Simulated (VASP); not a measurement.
# ScHO2 (P6_3mc) in VASP: further runs, part 2 of 2

VASP 6.6.1. Earlier steps stand in the parts before.

### Step 3. Relaxation of cell and atoms, PBEsol (mode 1 (-750.6 1/cm) frozen in at 0.15 Å)

INCAR

```
SYSTEM = ScHO2
PREC     = Accurate       ! precision mode
ENCUT    = 600            ! plane-wave cutoff, eV
EDIFF    = 1E-6           ! SCF threshold, eV
ISMEAR   = 0              ! smearing method
SIGMA    = 0.05           ! smearing width, eV
LREAL    = .False.        ! projectors in reciprocal space
LASPH    = .True.         ! aspherical terms in the spheres
NELM     = 100            ! most SCF steps
ALGO     = Normal         ! electronic algorithm
ISIF     = 3              ! what is computed and relaxed
LWAVE    = .False.        ! write WAVECAR
LCHARG   = .False.        ! write CHGCAR
GGA      = PS             ! functional
IBRION   = 2              ! ionic algorithm
NSW      = 100            ! ionic steps
EDIFFG   = -0.008         ! ionic threshold
```

KPOINTS

```
regular mesh
0
Gamma
  12 12 4
  0 0 0
```

POSCAR

```
ScHO2
1.0
    3.1937797594      0.0000000000      0.0000000000
   -1.5968898797      2.7658944057      0.0000000000
    0.0000000000      0.0000000000      8.9769554572
Sc H O
2 2 4
Direct
    0.0000000000      0.0000000000      0.5011011387
    0.0000000000      0.0000000000      0.0011011387
    0.6666666667      0.3333333333      0.7667094513
    0.3333333333      0.6666666667      0.2667094513
    0.6666666667      0.3333333333      0.6129273497
    0.6666666667      0.3333333333      0.8829257775
    0.3333333333      0.6666666667      0.1129273497
    0.3333333333      0.6666666667      0.3829257775
```

Potentials or basis: VASP PAW PBE potentials, release 64 (Sc_sv, H, O).

Command:

```
$ cat potpaw_PBE.64/Sc_sv/POTCAR potpaw_PBE.64/H/POTCAR potpaw_PBE.64/O/POTCAR > POTCAR
$ mpirun -np 1 vasp_std > vasp.out
```

OUTCAR:

```text
SYSTEM = ScHO2
   PREC = Accurate
   ENCUT = 600
   EDIFF = 1E-6
   ISMEAR = 0
   LREAL = .False.
   LASPH = .True.
   NELM = 100
   ISIF = 3
   GGA = PS
   IBRION = 2
   NSW = 100
   EDIFFG = -0.008

 ion  position               nearest neighbor table
   1  0.000  0.000  0.501-   5 2.10   5 2.10   5 2.10   8 2.13   8 2.13   8 2.13
   2  0.000  0.000  0.001-   7 2.10   7 2.10   7 2.10   6 2.13   6 2.13   6 2.13
   3  0.667  0.333  0.767-   6 1.04   5 1.38
   4  0.333  0.667  0.267-   8 1.04   7 1.38
   5  0.667  0.333  0.613-   3 1.38   1 2.10   1 2.10   1 2.10
   6  0.667  0.333  0.883-   3 1.04   2 2.13   2 2.13   2 2.13
   7  0.333  0.667  0.113-   4 1.38   2 2.10   2 2.10   2 2.10
   8  0.333  0.667  0.383-   4 1.04   1 2.13   1 2.13   1 2.13

  LATTYP: Found a hexagonal cell.
 ALAT       =     3.1937797594
 C/A-ratio  =     2.8107622108

[... 414 lines left out ...]
  free energy    TOTEN  =       -61.84171905 eV

  energy without entropy =      -61.84171905  energy(sigma->0) =      -61.84171905

 E-fermi :   1.2387     XC(G=0): -10.3481

 val. band max:        0.9705734997   @ k =   0.0000   0.0000   0.0000
 cond. band min:       5.2402679749   @ k =   0.5000  -0.0000   0.0000
 fundamental gap:      4.2696944752
 Fermi energy:         1.2386905971

 k-point     1 :       0.0000    0.0000    0.0000
  band No.  band energies     occupation
      1     -45.7464      2.00000
      2     -45.7462      2.00000
      3     -24.6579      2.00000
      4     -24.6408      2.00000
      5     -24.2691      2.00000
      6     -24.2691      2.00000
[... 757 lines left out ...]
     28       6.9409      0.00000
     29       7.0543      0.00000

 [... further k-points ...]

------------------------ aborting loop because EDIFF is reached ----------------------------------------

  FORCE on cell =-STRESS in cart. coord.  units (eV):
  Direction    XX          YY          ZZ          XY          YZ          ZX
  --------------------------------------------------------------------------------------
  -------------------------------------------------------------------------------------
  Total       -0.0121359     -0.0121359     -0.0051956      0.0000000      0.0000000      0.0000000
  in kB       -0.2368569     -0.2368569     -0.1014029      0.0000000      0.0000000      0.0000000
  external PRESSURE =      -0.1917055 kB  Pullay stress =       0.0000000 kB
[... 23 lines left out ...]
  FREE ENERGIE OF THE ION-ELECTRON SYSTEM (eV)
  ---------------------------------------------------
  free  energy   TOTEN  =       -61.8417190549 eV

  energy  without entropy=      -61.8417190549  energy(sigma->0) =      -61.84171905

 reached required accuracy - stopping structural energy minimisation
```

OSZICAR:

```text
N       E                     dE             d eps       ncg     rms          rms(c)
DAV:   1     0.803433560407E+03    0.80343E+03   -0.24615E+04  3322   0.199E+03
DAV:   2     0.972790513502E+02   -0.70615E+03   -0.69123E+03  3634   0.630E+02
DAV:   3    -0.630604291714E+02   -0.16034E+03   -0.15365E+03  5377   0.254E+02
[... 132 lines left out ...]
DAV:   5    -0.618417172675E+02    0.70280E-06   -0.76093E-07  1948   0.965E-03
  15 F= -.61841717E+02 E0= -.61841717E+02  d E =-.324596E-04
       N       E                     dE             d eps       ncg     rms          rms(c)
DAV:   1    -0.618417225014E+02   -0.45312E-05   -0.25706E-04  4699   0.168E-01    0.132E-02
DAV:   2    -0.618417197073E+02    0.27941E-05   -0.13939E-05  4116   0.375E-02    0.601E-03
DAV:   3    -0.618417190549E+02    0.65236E-06   -0.39356E-06  3123   0.153E-02
  16 F= -.61841719E+02 E0= -.61841719E+02  d E =-.342471E-04
```

Run time: 18 min. Hardware: 1 thread of Intel Xeon 6975P-C (Granite Rapids), shared host; peak memory 0.32 GiB.

What came out:

- Free energy: -61.8417 eV
- Relaxed volume: 10.26 Å³/atom
- Relaxed cell: a = 3.203 Å, b = 3.203 Å, c = 9.237 Å, α = 90.00°, β = 90.00°, γ = 120.00°
- Space group after relaxing (to 0.05 Å): P6_3mc (No. 186)
- Energy gained by relaxing: 14.9 meV/atom
- Ionic steps: 16
- Pressure after relaxing: 0.0 GPa
- Largest force after relaxing: 0.006 eV/Å
- Band gap on the k mesh: 4.27 eV, indirect (least direct gap 4.63 eV)

Forces on the atoms (eV/Å):
```
Sc   0.000  0.000  0.006
Sc   0.000  0.000  0.006
H    0.000  0.000  0.004
H    0.000  0.000  0.004
O    0.000  0.000 -0.005
O    0.000  0.000 -0.006
O    0.000  0.000 -0.005
O    0.000  0.000 -0.006
```

The path:
```
step  energy change (eV)  largest force (eV/Å)  pressure (GPa)  volume (Å³)
   1              0.0000                0.8491            3.24        79.30
   2              0.0173                1.4644           -1.91        81.61
   3             -0.0766                0.4907            0.54        80.35
   4             -0.0978                0.2567           -0.39        81.01
   5             -0.0979                0.2586           -0.45        81.05
   6             -0.1055                0.1477            0.49        80.89
   7             -0.1073                0.2360            1.16        80.78
   8             -0.1117                0.1307            1.08        80.95
   9             -0.1164                0.0947            1.04        81.35
  10             -0.1165                0.1225            1.02        81.40
  11             -0.1189                0.0227            0.36        81.85
  12             -0.1192                0.0194            0.12        82.03
  13             -0.1192                0.0264            0.07        82.06
  14             -0.1192                0.0237            0.06        82.05
  15             -0.1192                0.0113           -0.02        82.10
  16             -0.1192                0.0060           -0.02        82.09
```

Final structure:
```
CELL_PARAMETERS angstrom
3.20345 0.00000 0.00000
-1.60173 2.77427 0.00000
0.00000 0.00000 9.23696
ATOMIC_POSITIONS crystal
Sc 0.00000 0.00000 0.50562
Sc 0.00000 0.00000 0.00562
H 0.66667 0.33333 0.77033
H 0.33333 0.66667 0.27033
O 0.66667 0.33333 0.60521
O 0.66667 0.33333 0.88251
O 0.33333 0.66667 0.10521
O 0.33333 0.66667 0.38251
```

Caveat: the cell differs from its parent crystal (mode 1 (-750.6 1/cm) frozen in at 0.15 Å); the PAW data sets were made with another functional, which shifts forces and pressure a little.
